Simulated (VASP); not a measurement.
Runs of VASP 6.6.1 on SiO2. The structure is that of space group P4_2/mnm (No. 136), or close to it. The cells are those of the table. 

| cell | gap on the mesh (eV) | pressure (GPa) | largest force (eV/Å) |
| --- | --- | --- | --- |
| a = 3.878, b = 3.878, c = 2.696 Å, 6 atoms | 5.95 | 71.1 | 1.36 |
| a = 3.917, b = 3.917, c = 2.642 Å, 6 atoms | 6.32 | 72.0 | 1.43 |
| a = 4.406, b = 4.406, c = 2.884 Å, 6 atoms | 2.55 | -32.9 | 0.50 |
| a = 3.978, b = 3.978, c = 2.683 Å, 6 atoms | 6.20 | (a) | 1.12 |
| a = 3.899, b = 3.899, c = 2.793 Å, 6 atoms | (b) | 46.2 | 1.13 |

Alike in all rows: task single point; level PBE; potentials or basis VASP PAW PBE potentials, release 64 (Si, O); no spin polarisation; k mesh 6 × 6 × 10; cutoff (eV) 520; smearing gaussian 0.05 eV.

Estimate the missing entries.

(a) 47.3; (b) 5.53.

Caveats: the cell stands under pressure (at least some runs); forces of over 1 eV/Å act on the atoms, so gaps and moduli don't describe the material at rest (at least some runs); the cell stands under tension (at least some runs).

A k mesh can miss the band edges.
